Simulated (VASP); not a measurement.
The system is Al.

```xyz
1
Lattice="0.0000 2.0248 2.0248 2.0248 0.0000 2.0248 2.0248 2.0248 0.0000" Properties=species:S:1:pos:R:3 pbc="T T T"
Al    0.0000    0.0000    0.0000
```

* Program: VASP 6.6.1
* Task: relaxation of cell and atoms
* Functional: PBEsol
* Potentials or basis: VASP PAW PBE potentials, release 64 (Al)
* Cutoff: 500 eV
* k mesh: 7 × 7 × 7
* Occupations: gaussian, width 0.05 eV
* Spin: no spin polarisation

At the start: pressure -2.6 GPa; volume 16.60 Å³/atom.

Problem. Where does the relaxation end?

Solution. Over 3 steps the energy falls by 4.5 meV/atom and the volume is 16.07 Å³/atom (-3.2 %); space group Fm-3m (No. 225, to 0.1 Å) before and after.

Step by step:
```
step  energy change (eV)  largest force (eV/Å)  pressure (GPa)  volume (Å³)
   1              0.0000                0.0000           -2.59        16.60
   2             -0.0043                0.0000            0.60        15.97
   3             -0.0045                0.0000            0.01        16.07
```

Final structure:
```
Al
1.0
     0.00000    2.00292    2.00292
     2.00292    0.00000    2.00292
     2.00292    2.00292    0.00000
Al
1
Direct
  0.00000 0.00000 0.00000
```

Caveat: the k points lie up to 0.39 Å⁻¹ apart in the final cell, too coarse for converged energies and pressures of a metal; the PAW data sets were made with another functional, which shifts forces and pressure a little.
